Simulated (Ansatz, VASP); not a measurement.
**One calculation of GePt2, two programs**

INCAR

```
SYSTEM = GePt2
PREC = Accurate
ENCUT = 520
EDIFF = 1E-6
ISMEAR = 0
SIGMA = 0.15
LREAL = .FALSE.
LASPH = .TRUE.
NELM = 100
ALGO = Fast
ISIF = 2
LWAVE = .FALSE.
LCHARG = .TRUE.
GGA = PS
LELF = .TRUE.
LVHAR = .TRUE.
NBANDS = 61
```

Contents of KPOINTS:

```
regular mesh
0
G
  6 6 12
  0 0 0
```

File POSCAR:

```
GePt2
1.0
    7.3015832953      0.0000000000      0.0000000000
   -3.6507916476      6.3233566216      0.0000000000
    0.0000000000      0.0000000000      3.1819841246
Ge Pt
3 6
Direct
    0.6666666667      0.3333333333      0.0000000000
    0.3333333333      0.6666666667      0.0000000000
    0.0000000000      0.0000000000      0.5000000000
    0.6229372130      0.0000000000      0.5000000000
    0.3770627870      0.3770627870      0.5000000000
    0.0000000000      0.6229372130      0.5000000000
    0.0000000000      0.2849128412      0.0000000000
    0.7150871588      0.7150871588      0.0000000000
    0.2849128412      0.0000000000      0.0000000000
```

Input for Ansatz:

```yaml
crystal:
  lattice:
    - [7.3015832953, 0.0, 0.0]
    - [-3.6507916476, 6.3233566216, 0.0]
    - [0.0, 0.0, 3.1819841246]
  atoms:
    - { symbol: Ge, position: [0.6666666667, 0.3333333333, 0.0] }
    - { symbol: Ge, position: [0.3333333333, 0.6666666667, 0.0] }
    - { symbol: Ge, position: [0.0, 0.0, 0.5] }
    - { symbol: Pt, position: [0.622937213, 0.0, 0.5] }
    - { symbol: Pt, position: [0.377062787, 0.377062787, 0.5] }
    - { symbol: Pt, position: [0.0, 0.622937213, 0.5] }
    - { symbol: Pt, position: [0.0, 0.2849128412, 0.0] }
    - { symbol: Pt, position: [0.7150871588, 0.7150871588, 0.0] }
    - { symbol: Pt, position: [0.2849128412, 0.0, 0.0] }
basis:
  ecutwfc: 420
kpoints:
  mp_grid: { grid: [6, 6, 12] }
hamiltonian:
  xc: pbesol
scf:
  occupations: { method: gaussian, width: 0.15 }
output:
  forces: true
  stress: true
  eigenvalues: true
  write_density: true
  write_potential: true
  elf: true
  volumetric_format: npy
```

Change from the starting cell: strain +0.080 along x and y, -0.080 along z, atoms carried along.

Alike in both runs: task single point; functional PBEsol; k mesh 6 × 6 × 12; occupations gaussian, width 0.15 eV; no spin polarisation.

```csv
,VASP,Ansatz
version,VASP 6.6.1,Ansatz 0.2.0
potentials or method,"VASP PAW PBE potentials, release 64 (Ge_d, Pt), cutoff 520 eV","scalar-relativistic, plane waves, PAW"
valence electrons in the cell,102,150
```

|  | VASP | Ansatz | Ansatz less VASP |
| --- | --- | --- | --- |
| gap on the k mesh at the Fermi level (eV) | none | none | - |
| pressure (GPa) | -15.3 | -15.3 | +0.02 |
| traceless stress, the component that is largest in VASP (GPa) | 5.18 | 5.21 | +0.023 |
| rms of the force components (eV/Å) | 0.137 | 0.136 | -0.0011 |

VASP's potentials were made for PBE, not for PBEsol. Atom by atom the forces differ by 0.001 eV/Å (rms over components). A gap of «none» marks a metal or a gap that the smearing closes. VASP's potentials hold 102 valence electrons a cell and Ansatz's 150, so a difference there can come from the potentials and not from the codes.

Spin-orbit coupling is off throughout.
